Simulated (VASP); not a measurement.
# Cd5HgS6 (P3m1) in VASP: a series of runs

Runs on Cd5HgS6. Level: PBE. Tasks: single point.

All numbers are computed with VASP 6.6.1; they aren't measurements. Logs are shortened: lines on timing, memory, paths and dates and some standing lists are left out, and cuts for length are marked.

### Step 1. The cell of the first run

It takes space group P3m1 (No. 156, trigonal). Conventional cell: a = 4.091 Å, b = 4.091 Å, c = 19.921 Å, α = 90.00°, β = 90.00°, γ = 120.00°. Within 3.3 Å of Cd (site symmetry 3m) lie 4 S at 2.49 to 2.50 Å. Within 3.3 Å of Cd (site symmetry 3m) lie 4 S at 2.49 to 2.50 Å. Cd (site symmetry 3m) has 4 S at 2.49 to 2.50 Å within 3.3 Å. Cd (site symmetry 3m) has 4 S at 2.49 to 2.50 Å within 3.3 Å. Within 3.3 Å of Cd (site symmetry 3m) lie 4 S at 2.49 to 2.50 Å. Hg (site symmetry 3m) has 4 S at 2.49 to 2.50 Å within 3.3 Å. S (site symmetry 3m) has 4 Cd at 2.49 to 2.50 Å within 3.3 Å. S (site symmetry 3m) has 1 Hg at 2.49 Å and 3 Cd at 2.50 Å within 3.3 Å.

### Step 2. Single point, PBE

Contents of INCAR:

```
PREC = Accurate
ENCUT = 520
EDIFF = 1E-6
ISMEAR = 0
SIGMA = 0.1
LREAL = False
LASPH = True
NELM = 60
ALGO = Normal
ISIF = 2
LWAVE = False
LCHARG = True
GGA = PE
LELF = True
LVHAR = True
NBANDS = 66
```

Contents of KPOINTS:

```
regular mesh
0
Gamma
  6 6 1
```

Contents of POSCAR:

```
Cd5HgS6
1.0
    4.0905539100      0.0000000000      0.0000000000
   -2.0452769600      3.5425236100      0.0000000000
    0.0000000000      0.0000000000     19.9214902500
Cd Hg S
5 1 6
Direct
    0.3333333300      0.6666666700      0.0000000000
    0.3333333300      0.6666666700      0.6666666700
    0.6666666700      0.3333333300      0.1666666700
    0.6666666700      0.3333333300      0.5000000000
    0.6666666700      0.3333333300      0.8333333300
    0.3333333300      0.6666666700      0.3333333300
    0.3333333300      0.6666666700      0.1250000000
    0.3333333300      0.6666666700      0.4583333300
    0.3333333300      0.6666666700      0.7916666700
    0.6666666700      0.3333333300      0.2916666700
    0.6666666700      0.3333333300      0.6250000000
    0.6666666700      0.3333333300      0.9583333300
```

Potentials or basis: VASP PAW PBE potentials, release 64 (Cd, Hg, S).

On the command line:

```sh
cat potpaw_PBE.64/Cd/POTCAR potpaw_PBE.64/Hg/POTCAR potpaw_PBE.64/S/POTCAR > POTCAR
mpirun -np 1 vasp_std > vasp.out
```

OUTCAR:

```text
PREC = Accurate
   ENCUT = 520
   EDIFF = 1E-6
   ISMEAR = 0
   LREAL = False
   LASPH = True
   NELM = 60
   ISIF = 2
   GGA = PE

 ion  position               nearest neighbor table
   1  0.333  0.667  0.000-   7 2.49  12 2.50  12 2.50  12 2.50
   2  0.333  0.667  0.667-   9 2.49  11 2.50  11 2.50  11 2.50
   3  0.667  0.333  0.167-  10 2.49   7 2.50   7 2.50   7 2.50
   4  0.667  0.333  0.500-  11 2.49   8 2.50   8 2.50   8 2.50
   5  0.667  0.333  0.833-  12 2.49   9 2.50   9 2.50   9 2.50
   6  0.333  0.667  0.333-   8 2.49  10 2.50  10 2.50  10 2.50
   7  0.333  0.667  0.125-   1 2.49   3 2.50   3 2.50   3 2.50
   8  0.333  0.667  0.458-   6 2.49   4 2.50   4 2.50   4 2.50
   9  0.333  0.667  0.792-   2 2.49   5 2.50   5 2.50   5 2.50
  10  0.667  0.333  0.292-   3 2.49   6 2.50   6 2.50   6 2.50
  11  0.667  0.333  0.625-   4 2.49   2 2.50   2 2.50   2 2.50
  12  0.667  0.333  0.958-   5 2.49   1 2.50   1 2.50   1 2.50

  LATTYP: Found a hexagonal cell.
 ALAT       =     4.0905539100
 C/A-ratio  =     4.8701204503

  Lattice vectors:

 A1 = (   4.0905539100,   0.0000000000,   0.0000000000)
 A2 = (  -2.0452769600,   3.5425236100,   0.0000000000)
 A3 = (   0.0000000000,   0.0000000000,  19.9214902500)

Analysis of symmetry for initial positions (statically):
=====================================================================
 Subroutine PRICEL returns:
 Original cell was already a primitive cell.

 Routine SETGRP: Setting up the symmetry group for a
 hexagonal supercell.

 Subroutine GETGRP returns: Found  6 space group operations
 (whereof  6 operations were pure point group operations)
 out of a pool of 24 trial point group operations.

The static configuration has the point symmetry C_3v.

Analysis of symmetry for dynamics (positions and initial velocities):
=====================================================================
 Subroutine PRICEL returns:
 Original cell was already a primitive cell.

 Routine SETGRP: Setting up the symmetry group for a
 hexagonal supercell.

 Subroutine GETGRP returns: Found  6 space group operations
 (whereof  6 operations were pure point group operations)
 out of a pool of 24 trial point group operations.

The dynamic configuration has the point symmetry C_3v.

 Subroutine INISYM returns: Found  6 space group operations
 (whereof  6 operations are pure point group operations),
 and found     1 'primitive' translations

----------------------------------------------------------------------------------------

                                     Primitive cell

  volume of cell :     288.6800

  direct lattice vectors                    reciprocal lattice vectors
     4.090553910  0.000000000  0.000000000     0.244465669  0.141142320  0.000000000
    -2.045276960  3.542523610  0.000000000     0.000000000  0.282284639  0.000000000
     0.000000000  0.000000000 19.921490250     0.000000000  0.000000000  0.050197048

  length of vectors
     4.090553910  4.090553920 19.921490250     0.282284640  0.282284639  0.050197048

  position of ions in fractional coordinates (direct lattice)
     0.333333330  0.666666670  0.000000000
     0.333333330  0.666666670  0.666666670
     0.666666670  0.333333330  0.166666670
     0.666666670  0.333333330  0.500000000
     0.666666670  0.333333330  0.833333330
     0.333333330  0.666666670  0.333333330
     0.333333330  0.666666670  0.125000000
     0.333333330  0.666666670  0.458333330
     0.333333330  0.666666670  0.791666670
     0.666666670  0.333333330  0.291666670
     0.666666670  0.333333330  0.625000000
     0.666666670  0.333333330  0.958333330

  ion indices of the primitive-cell ions
   primitive index   ion index
                 1           1
                 2           2
                 3           3
                 4           4
                 5           5
                 6           6
                 7           7
                 8           8
                 9           9
                10          10
                11          11
                12          12

----------------------------------------------------------------------------------------

 KPOINTS: regular mesh

Automatic generation of k-mesh.
 Grid dimensions read from file:
 generate k-points for:    6    6    1

 Generating k-lattice:

  Cartesian coordinates                     Fractional coordinates (reciprocal lattice)
     0.040744278  0.023523720  0.000000000     0.166666667  0.000000000  0.000000000
     0.000000000  0.047047440  0.000000000     0.000000000  0.166666667  0.000000000
     0.000000000  0.000000000  0.050197048     0.000000000  0.000000000  1.000000000

  Length of vectors
     0.047047440  0.047047440  0.050197048

  Shift w.r.t. Gamma in fractional coordinates (k-lattice)
     0.000000000  0.000000000  0.000000000

 Subroutine IBZKPT returns following result:
 ===========================================

 Found      7 irreducible k-points:

 Following reciprocal coordinates:
            Coordinates               Weight
  0.000000  0.000000  0.000000      1.000000
  0.166667  0.000000  0.000000      6.000000
  0.333333  0.000000  0.000000      6.000000
  0.500000  0.000000  0.000000      3.000000
  0.166667  0.166667  0.000000      6.000000
  0.333333  0.166667  0.000000     12.000000
  0.333333  0.333333  0.000000      2.000000
   k-points           NKPTS =      7   k-points in BZ     NKDIM =      7   number of bands    NBANDS=     66
   number of dos      NEDOS =    301   number of ions     NIONS =     12
   total plane-waves  NPLWV = 135000
   dimension x,y,z NGX =    30 NGY =   30 NGZ =  150
   dimension x,y,z NGXF=    60 NGYF=   60 NGZF=  300
   ions per type =               5   1   6
   NGX,Y,Z   is equivalent  to a cutoff of  12.19, 12.19, 12.52 a.u.
   NGXF,Y,Z  is equivalent  to a cutoff of  24.38, 24.38, 25.04 a.u.
 SYSTEM =  unknown system
   PREC   = accura    normal or accurate (medium, high low for compatibility)
   ISTART =      0    job   : 0-new  1-cont  2-samecut
   ICHARG =      2    charge: 1-file 2-atom 10-const
   ISPIN  =      1    spin polarized calculation?
   LNONCOLLINEAR =      F non collinear calculations
   LSORBIT =      F    spin-orbit coupling
   LASPH  =      T    aspherical Exc in radial PAW
   ENCUT  =  520.0 eV  38.22 Ry    6.18 a.u.   7.61  7.61 37.04*2*pi/ulx,y,z
   NELM   =     60;   NELMIN=  2; NELMDL= -5     # of ELM steps
   EDIFF  = 0.1E-05   stopping-criterion for ELM
   LREAL  =      F    real-space projection
   EDIFFG = 0.1E-04   stopping-criterion for IOM
   NSW    =      0    number of steps for IOM
   IBRION =     -1    ionic relax: 0-MD 1-quasi-New 2-CG
   NFREE  =      0    steps in history (QN), initial steepest desc. (CG)
   ISIF   =      2    stress and relaxation
   ISYM   =      2    0-nonsym 1-usesym 2-fastsym
   POTIM  = 0.5000    time-step for ionic-motion
   TEBEG  =    0.0;   TEEND  =   0.0 temperature during run
   PSTRESS=    0.0 pullay stress
   NELECT =     108.0000    total number of electrons
   NUPDOWN=      -1.0000    fix difference up-down
   EMIN   =  10.00;   EMAX   =-10.00  energy-range for DOS
   EFERMI =   0.00;   METHOD = LEGACY
   ISMEAR =     0;   SIGMA  =   0.10  broadening in eV -4-tet -1-fermi 0-gaus
   EFERMI_NEDOS =   21; number of points for ismear=-14 and -15
   IALGO  =     38    algorithm
   IMIX   =      4    mixing-type and parameters
     AMIX     =   0.40;   BMIX     =  1.00
     AMIX_MAG =   1.60;   BMIX_MAG =  1.00
  volume/ion in A,a.u.               =      24.06       162.34
  Fermi-wavevector in a.u.,A,eV,Ry     =   1.179625  2.229167 18.932703  1.391514
  Thomas-Fermi vector in A             =   2.315932
   LORBIT       =      0    0 simple, 1 ext, 2 COOP (PROOUT), +10 PAW based schemes
   GGA     = PE    functional components
   LHFCALC =     F    Hartree Fock is set to
   AEXX    =    0.0000 exact exchange contribution
   IVDW    =     0    specifies the selected vdW correction
   LEPSILON=     F    determine dielectric tensor
   LRPA    =     F    only Hartree local field effects (RPA)
 non-spin polarized calculation
 Gauss-broadening in eV      SIGMA  =   0.10
  energy-cutoff  :      520.00
  volume of cell :      288.68
 maximum number of plane-waves:      7797
   NGX = 15   NGY = 15   NGZ = 75

 number of electron     108.0000049 magnetization

 Free energy of the ion-electron system (eV)
  ---------------------------------------------------
  ext. energy  EPLUGINS =         0.00000000
  ---------------------------------------------------
  free energy    TOTEN  =       -34.80315402 eV

  energy without entropy =      -34.80315401  energy(sigma->0) =      -34.80315402

 E-fermi :   2.3027     XC(G=0):  -9.3210

 val. band max:        1.8998984780   @ k =   0.0000   0.0000   0.0000
 cond. band min:       2.6960292398   @ k =   0.0000   0.0000   0.0000
 fundamental gap:      0.7961307618
 Fermi energy:         2.3026965782

 k-point     1 :       0.0000    0.0000    0.0000
  band No.  band energies     occupation
      1     -11.1045      2.00000
      2     -10.8686      2.00000
      3     -10.8158      2.00000
      4     -10.6373      2.00000
      5     -10.5807      2.00000
      6     -10.4774      2.00000
[... 58 lines left out ...]
     65       8.2553      0.00000
     66       8.2781      0.00000

 k-point     2 :       0.1667    0.0000    0.0000
  band No.  band energies     occupation
      1     -10.9931      2.00000
      2     -10.7740      2.00000
      3     -10.7282      2.00000
      4     -10.5738      2.00000
      5     -10.5214      2.00000
      6     -10.4327      2.00000
[... 334 lines left out ...]
     65       7.6566      0.00000
     66       8.0551      0.00000

 k-point     7 :       0.3333    0.3333    0.0000
  band No.  band energies     occupation
      1     -10.5419      2.00000
      2     -10.4297      2.00000
      3     -10.3639      2.00000
      4     -10.3609      2.00000
      5     -10.3559      2.00000
      6     -10.3536      2.00000
[... 58 lines left out ...]
     65       8.3438      0.00000
     66       8.3698      0.00000

------------------------ aborting loop because EDIFF is reached ----------------------------------------

  FORCE on cell =-STRESS in cart. coord.  units (eV):
  Direction    XX          YY          ZZ          XY          YZ          ZX
  --------------------------------------------------------------------------------------
  -------------------------------------------------------------------------------------
  Total       10.0307218     10.0307218     11.5485973     -0.0000000      0.0000000      0.0000000
  in kB       55.6706214     55.6706217     64.0948479     -0.0000001      0.0000000      0.0000000
  external PRESSURE =      58.4786970 kB  Pullay stress =       0.0000000 kB

 VOLUME and BASIS-vectors are now :
 -----------------------------------------------------------------------------
  energy-cutoff  :      520.00
  volume of cell :      288.68
      direct lattice vectors                 reciprocal lattice vectors
     4.090553910  0.000000000  0.000000000     0.244465669  0.141142320  0.000000000
    -2.045276960  3.542523610  0.000000000     0.000000000  0.282284639  0.000000000
     0.000000000  0.000000000 19.921490250     0.000000000  0.000000000  0.050197048

 POSITION                                       TOTAL-FORCE (eV/Angst)
 -----------------------------------------------------------------------------------
     -0.00000      2.36168      0.00000        -0.000000     -0.000000     -0.076094
     -0.00000      2.36168     13.28099        -0.000000      0.000000     -0.075761
      2.04528      1.18084      3.32025        -0.000000     -0.000000     -0.108062
      2.04528      1.18084      9.96075         0.000000      0.000000     -0.084380
      2.04528      1.18084     16.60124        -0.000000      0.000000     -0.076342
     -0.00000      2.36168      6.64050         0.000000     -0.000000     -0.055944
     -0.00000      2.36168      2.49019        -0.000000     -0.000000      0.081592
     -0.00000      2.36168      9.13068         0.000000      0.000000      0.271144
     -0.00000      2.36168     15.77118         0.000000     -0.000000      0.077232
      2.04528      1.18084      5.81043        -0.000000     -0.000000     -0.111369
      2.04528      1.18084     12.45093        -0.000000     -0.000000      0.082288
      2.04528      1.18084     19.09143         0.000000      0.000000      0.075697
 -----------------------------------------------------------------------------------
    total drift:                                0.000001      0.000000      0.000806

  FREE ENERGIE OF THE ION-ELECTRON SYSTEM (eV)
  ---------------------------------------------------
  free  energy   TOTEN  =       -34.8031540155 eV

  energy  without entropy=      -34.8031540149  energy(sigma->0) =      -34.80315402
```

It took 4.6 min on 1 thread of Intel Xeon 8259CL, shared host; peak memory 0.4 GiB.

Results:

* Free energy: -34.8032 eV
* Pressure: 5.8 GPa
* Largest force: 0.271 eV/Å
* Band gap on the k mesh: 0.80 eV

Forces on the atoms (eV/Å):
```
Cd   0.000  0.000 -0.076
Cd   0.000  0.000 -0.076
Cd   0.000  0.000 -0.108
Cd   0.000  0.000 -0.084
Cd   0.000  0.000 -0.076
Hg   0.000  0.000 -0.056
S    0.000  0.000  0.082
S    0.000  0.000  0.271
S    0.000  0.000  0.077
S    0.000  0.000 -0.111
S    0.000  0.000  0.082
S    0.000  0.000  0.076
```

Stress tensor (GPa, compression positive):
```
5.57 0.00 0.00
0.00 5.57 0.00
0.00 0.00 6.41
```

Levels at points of the mesh, in eV from the valence-band top:
```csv
k point,band 50,band 51,band 52,band 53,band 54,band 55,band 56,band 57,band 58,band 59
"(0.00, 0.00, 0.00)",-0.36,-0.36,-0.19,0.00,0.00,0.80,1.89,2.28,2.49,2.65
"(0.50, 0.00, 0.00)",-1.43,-1.38,-1.28,-1.27,-0.95,2.69,3.08,3.36,3.58,3.63
```

Caveat: the cell stands under pressure; spin-orbit coupling is left out, which moves the levels of the heavy elements.

(Part 1 of 2 ends here.)
